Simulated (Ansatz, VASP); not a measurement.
Two plane-wave programs on AlGaN2

```
CELL_PARAMETERS angstrom
2.93930 0.00000 0.00000
0.00000 2.93930 0.00000
0.00000 0.00000 4.53035
ATOMIC_POSITIONS crystal
Al 0.50000 0.50000 0.50000
Ga 0.00000 0.00000 0.00000
N 0.50000 0.00000 0.74099
N 0.00000 0.50000 0.25901
```

Alike in both runs: functional LDA; k mesh 8 × 8 × 6; occupations gaussian, width 0.05 eV; no spin polarisation.

Ansatz relaxed the structure, and its values are those at the end. VASP's run is a single point on that final structure, the one shown.

|  | VASP | Ansatz |
| --- | --- | --- |
| version | VASP 6.6.1 | Ansatz 0.2.0 |
| potentials or method | VASP PAW LDA potentials, release 64 (Al, Ga_d, N), cutoff 520 eV | scalar-relativistic, plane waves, PAW |
| valence electrons in the cell | 26 | 26 |

VASP gave:

| Quantity | Value |
| --- | --- |
| gap on the k mesh at the Fermi level (eV) | 2.94 |
| least direct gap on the mesh (eV) | 3.51 |
| pressure (GPa) | 21.1 |
| rms of the force components (eV/Å) | 0.016 |

Question: Which values does Ansatz return?

Answer: gap on the k mesh at the Fermi level (eV): 2.96; least direct gap on the mesh (eV): 3.50; pressure (GPa): 19.8; rms of the force components (eV/Å): 0.000.

Ansatz warns that its potentials were made for another functional, while VASP's fit it. LDA's correlation is that of Perdew and Zunger in VASP and of Perdew and Wang (1992) in Ansatz. Ansatz's warnings: stress scf threshold loose.
